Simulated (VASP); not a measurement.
Here is a VASP 6.6.1 calculation.

POSCAR

```
Cu
1.0
    0.0000000000      1.7881324402      1.7881324402
    1.7881324402      0.0000000000      1.7881324402
    1.7881324402      1.7881324402      0.0000000000
Cu
1
Direct
    0.0000000000      0.0000000000      0.0000000000
```

File INCAR.step1:

```
SYSTEM = Cu
  PREC = Accurate
  ENCUT = 520
  ISMEAR = -1
  SIGMA = 0.01
  LREAL = .False.
  LASPH = .True.
  NELM = 80
  NBANDS = 12
  GGA = PE
  ALGO = Normal
  EDIFF = 1E-4
  LWAVE = .True.
  LCHARG = .False.
```

INCAR.step2

```
SYSTEM = Cu
  PREC = Accurate
  ENCUT = 520
  EDIFF = 1E-6
  ISMEAR = -1
  SIGMA = 0.01
  LREAL = .False.
  LASPH = .True.
  NELM = 80
  ALGO = Normal
  ISIF = 2
  LWAVE = .False.
  LCHARG = .True.
  METAGGA = R2SCAN
  LMIXTAU = .True.
  LELF = .True.
  LVHAR = .True.
  NBANDS = 12
  ISTART = 1
```

KPOINTS

```
Automatic mesh
0
Gamma
  15 15 15
  0 0 0
```

Potentials or basis: VASP PAW PBE potentials, release 64 (Cu).

Launch:

```console
$ cat potpaw_PBE.64/Cu/POTCAR > POTCAR
$ cp INCAR.step1 INCAR
$ mpirun -np 1 vasp_std > vasp.out
$ cp INCAR.step2 INCAR
$ mpirun -np 1 vasp_std > vasp.out
```

Q: Estimate the pressure.

A: 0.3 GPa.

Caveat: the PAW data sets were made with another functional, which shifts forces and pressure a little.
